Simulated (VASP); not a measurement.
A run of VASP 6.6.1 is set up as follows.

Contents of INCAR:

```
SYSTEM = Al3Pd
PREC = Accurate ; ENCUT = 520
EDIFF = 1E-6 ; ISMEAR = -1
SIGMA = 0.15 ; LREAL = .FALSE.
LASPH = .TRUE. ; NELM = 80
ALGO = Normal ; ISIF = 2
LWAVE = .FALSE. ; LCHARG = .TRUE.
GGA = PE ; LELF = .TRUE.
LVHAR = .TRUE. ; NBANDS = 18
```

File KPOINTS:

```
Automatic mesh
0
G
  6 6 6
  0 0 0
```

File POSCAR:

```
Al3Pd
1.0
    3.9469100000      0.0000000000      0.0000000000
    0.0000000000      3.9469100000      0.0000000000
    0.0000000000      0.0000000000      3.9469100000
Al Pd
3 1
Direct
    0.0000000000      0.5000000000      0.5000000000
    0.5000000000      0.0000000000      0.5000000000
    0.5000000000      0.5000000000      0.0000000000
    0.0000000000      0.0000000000      0.0000000000
```

Potentials or basis: VASP PAW PBE potentials, release 64 (Al, Pd).

Launch:

```bash
$ cat potpaw_PBE.64/Al/POTCAR potpaw_PBE.64/Pd/POTCAR > POTCAR
$ mpirun -np 1 vasp_std > vasp.out
```

(1) Estimate the pressure.

## Answers

(1) 1.2 GPa.
